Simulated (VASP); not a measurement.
Input of a VASP 6.6.1 run:

Contents of INCAR:

```
SYSTEM = C
PREC     = Accurate       ! precision mode
ENCUT    = 520            ! plane-wave cutoff, eV
EDIFF    = 1E-6           ! SCF threshold, eV
ISMEAR   = 0              ! smearing method
SIGMA    = 0.1            ! smearing width, eV
LREAL    = .False.        ! projectors in reciprocal space
LASPH    = .True.         ! aspherical terms in the spheres
NELM     = 120            ! most SCF steps
ALGO     = Normal         ! electronic algorithm
ISIF     = 2              ! what is computed and relaxed
LWAVE    = .False.        ! write WAVECAR
LCHARG   = .True.         ! write CHGCAR
LDIPOL   = .True.       
IDIPOL   = 3            
DIPOL    = 0.5 0.5 0.500
GGA      = PE             ! functional
IVDW     = 12             ! dispersion correction
LELF     = .True.         ! ELF
LVHAR    = .True.       
LVACPOTAV= .True.       
NBANDS   = 31             ! bands
ISYM     = 0            
GGA_COMPAT= .False.      
NELMDL   = -8
```

The input KPOINTS:

```
Automatic mesh
0
Gamma
  12 12 1
  0.5 0.5 0
```

Contents of POSCAR:

```
C
1.0
    2.4649796655      0.0000000000      0.0000000000
   -1.2324898327      2.1347350101      0.0000000000
    0.0000000000      0.0000000000     30.4768654965
C
10
Direct
    0.0000000000      0.0000000000      0.2789000803
    0.6666666667      0.3333333333      0.2789000726
    0.0000000000      0.0000000000      0.3894500421
    0.3333333333      0.6666666667      0.3894500344
    0.0000000000      0.0000000000      0.5000000039
    0.6666666667      0.3333333333      0.4999999961
    0.0000000000      0.0000000000      0.6105499656
    0.3333333333      0.6666666667      0.6105499579
    0.0000000000      0.0000000000      0.7210999274
    0.6666666667      0.3333333333      0.7210999197
```

Potentials or basis: VASP PAW PBE potentials, release 64 (C).

Command:

```sh
$ cat potpaw_PBE.64/C/POTCAR > POTCAR
$ mpirun -np 1 vasp_std > vasp.out
```

**Question.** Predict the largest force.

**Answer.** 0.010 eV/Å.

**Question.** Predict the dispersion energy per atom.

**Answer.** -0.141 eV.

Forces in eV/Å, atoms in the order of the input:
```
C    0.000  0.000  0.001
C    0.000  0.000 -0.010
C    0.000  0.000  0.003
C    0.000  0.000  0.003
C    0.000  0.000  0.000
C    0.000  0.000  0.000
C    0.000  0.000 -0.003
C    0.000  0.000 -0.003
C    0.000  0.000 -0.001
C    0.000  0.000  0.010
```
